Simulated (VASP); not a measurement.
Input of a VASP 6.6.1 run:

INCAR

```
  PREC = Accurate
  ENCUT = 520
  EDIFF = 1E-6
  ISMEAR = 0
  SIGMA = 0.15
  LREAL = False
  LASPH = True
  NELM = 100
  ALGO = Fast
  ISIF = 2
  LWAVE = False
  LCHARG = False
  GGA = PE
  NBANDS = 10
```

File KPOINTS:

```
regular mesh
0
Gamma
  22 22 22
```

POSCAR

```
Ir
1.0
    0.0000000000      1.7661240000      1.9197000000
    1.7661240000      0.0000000000      1.9197000000
    1.7661240000      1.7661240000      0.0000000000
Ir
1
Direct
    0.0000000000      0.0000000000      0.0000000000
```

Potentials or basis: VASP PAW PBE potentials, release 64 (Ir).

The run is started by

```bash
$ cat potpaw_PBE.64/Ir/POTCAR > POTCAR
$ mpirun -np 1 vasp_std > vasp.out
```

Task: Predict the pressure.

Result: 112.1 GPa.

Task: Predict the band gap on the k mesh.

Result: Zero (an odd number of electrons rules out a gap without spin polarisation).

Stress tensor (GPa, compression positive):
```
129.17   0.00   0.00
  0.00 129.17   0.00
  0.00   0.00  77.82
```

Caveat: the cell differs from its parent crystal (strain -0.080 along x and y, +0.000 along z); the cell stands under pressure; spin-orbit coupling is left out, which moves the levels of the heavy elements.
